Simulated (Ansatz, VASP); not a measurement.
# One calculation of Ru, two programs

INCAR

```
SYSTEM = Ru
PREC = Accurate ; ENCUT = 500
EDIFF = 1E-7 ; ISMEAR = -1
SIGMA = 0.05 ; LREAL = .False.
LASPH = .True. ; NELM = 120
ALGO = Normal ; ISIF = 3
LWAVE = .False. ; LCHARG = .False.
GGA = PE ; IBRION = 2
NSW = 60 ; EDIFFG = -0.005
GGA_COMPAT = .False. ; NELMIN = 4
```

KPOINTS

```
regular mesh
0
Gamma
  18 18 18
  0 0 0
```

Contents of POSCAR:

```
Ru
1.0
   -1.5098609582      1.5098609582      1.5098609582
    1.5098609582     -1.5098609582      1.5098609582
    1.5098609582      1.5098609582     -1.5098609582
Ru
1
Direct
    0.0000000000      0.0000000000      0.0000000000
```

Input for Ansatz:

```yaml
crystal:
  lattice:
    - [-1.5098609582, 1.5098609582, 1.5098609582]
    - [1.5098609582, -1.5098609582, 1.5098609582]
    - [1.5098609582, 1.5098609582, -1.5098609582]
  atoms:
    - { symbol: Ru, position: [0.0, 0.0, 0.0] }
kpoints:
  mp_grid: { grid: [18, 18, 18] }
scf:
  occupations: { method: fermi_dirac, width: 0.05 }
hamiltonian:
  xc: pbe
  pseudopotentials: { kind: paw }
output:
  forces: true
  stress: true
  write_density: true
  write_potential: true
  elf: true
  volumetric_format: npy
relax:
  f_tol: 0.005
  max_steps: 40
  cell: {}
```

Alike in both runs: task relaxation of cell and atoms; functional PBE; k mesh 18 × 18 × 18; occupations fermi-dirac, width 0.05 eV; no spin polarisation.

|  | VASP | Ansatz |
| --- | --- | --- |
| version | VASP 6.6.1 | Ansatz 0.2.0 |
| potentials or method | VASP PAW PBE potentials, release 64 (Ru_pv) | PAW with Ansatz's default frozen-core files, scalar-relativistic |
| plane-wave cutoff (eV) | 500 | 420 |
| valence electrons in the cell | 14 | 16 |

Ansatz gave:

* relaxed volume (Å³/atom): 14.23
* relaxed cell length with the largest relative difference (Å): 2.644

Task: Which values does VASP return?

Result: Relaxed volume (Å³/atom): 14.22; relaxed cell length with the largest relative difference (Å): 2.644.

VASP's potentials hold 14 valence electrons a cell and Ansatz's 16, so a difference there can come from the potentials and not from the codes.
